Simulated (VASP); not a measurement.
Write the native input for VASP 6.6.1 that does the following.

```yaml
Task: single point
Functional: PBEsol
Dispersion: D3(BJ)
Potentials_or_basis: VASP PAW PBE potentials, release 64 (C)
Cutoff: 520 eV
k_mesh: 18 × 18 × 18
Occupations: gaussian, width 0.03 eV
Spin: no spin polarisation
Dipole_correction: no
Further_INCAR_settings: ALGO = Normal; EDIFF = 1e-07; NBANDS = 11
```

The structure of C lies in POSCAR:

```
C
1.0
    0.0000000000      2.2816460214      3.3544773262
    1.3181808352      0.0000000000      3.3544773262
    1.3181808352      2.2816460214      0.0000000000
C
2
Direct
    0.1667066167      0.8332933833      0.1667066167
    0.8332933833      0.1667066167      0.8332933833
```

These files were run (other wordings do the same):

INCAR

```
  ALGO = Normal
  EDIFF = 1E-7
  ENCUT = 520
  GGA = PS
  ISIF = 2
  ISMEAR = 0
  IVDW = 12
  LASPH = True
  LCHARG = False
  LREAL = False
  LWAVE = False
  NBANDS = 11
  NELM = 80
  PREC = Accurate
  SIGMA = 0.03
```

KPOINTS

```
k-points
0
Gamma
  18 18 18
```

Potentials or basis: VASP PAW PBE potentials, release 64 (C).

Command:

```console
$ cat potpaw_PBE.64/C/POTCAR > POTCAR
$ mpirun -np 1 vasp_std > vasp.out
```

Results of the run:

```
Pressure                   : -43.5 GPa
Largest force              : 0.005 eV/Å
Dispersion energy per atom : -0.101 eV
```

Caveat: the stress differs along the axes, from -65 to 0 GPa; the PAW data sets were made with another functional, which shifts forces and pressure a little.

It took 86 s on 1 thread of Intel(R) Xeon(R) 6975P-C (Granite Rapids) (shared host), peak memory 0.27 GiB.
